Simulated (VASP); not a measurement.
Wanted: the native input for a VASP 6.6.1 run.

```yaml
Task: single point
Functional: PBE
Potentials_or_basis: VASP PAW PBE potentials, release 64 (Al, H)
Cutoff: 520 eV
k_mesh: 6 × 6 × 4
Occupations: gaussian, width 0.02 eV
Spin: no spin polarisation
Dipole_correction: no
Further_INCAR_settings: ALGO = Normal; EDIFF = 1e-07; NBANDS = 15
```

The structure of AlH7 lies in POSCAR:

```
AlH7
1.0
    5.6308806280      0.0000000000      0.0000000000
   -2.8154403140      4.8764856695      0.0000000000
    0.0000000000      0.0000000000      5.6748021290
Al H
1 7
Direct
    0.0000000000      0.0000000000      0.0000000000
    0.3333333333      0.6666666667      0.5662522089
    0.3333333333      0.6666666667      0.4337477911
    0.6666666667      0.3333333333      0.4337477911
    0.6666666667      0.3333333333      0.5662522089
    0.2829597096      0.0000000000      0.0000000000
    0.7170402904      0.7170402904      0.0000000000
    0.0000000000      0.2829597096      0.0000000000
```

One way to write it, as run:

INCAR

```
SYSTEM = AlH7
ALGO = Normal
EDIFF = 1E-7
ENCUT = 520
GGA = PE
ISIF = 2
ISMEAR = 0
LASPH = .TRUE.
LCHARG = .FALSE.
LREAL = .FALSE.
LWAVE = .FALSE.
NBANDS = 15
NELM = 60
PREC = Accurate
SIGMA = 0.02
```

KPOINTS

```
k-points
0
G
  6 6 4
  0 0 0
```

Potentials or basis: VASP PAW PBE potentials, release 64 (Al, H).

The run is started by

```sh
$ cat potpaw_PBE.64/Al/POTCAR potpaw_PBE.64/H/POTCAR > POTCAR
$ mpirun -np 1 vasp_std > vasp.out
```

It gave:

```json
{
 "Pressure": "-0.1 GPa",
 "Largest force": "0.011 eV/Å",
 "Band gap on the k mesh": "4.06 eV (least direct gap 4.25 eV)"
}
```

Wall time 29 s on 1 thread of Intel(R) Xeon(R) 6975P-C (Granite Rapids), with other jobs on the host, peak memory 0.25 GiB.
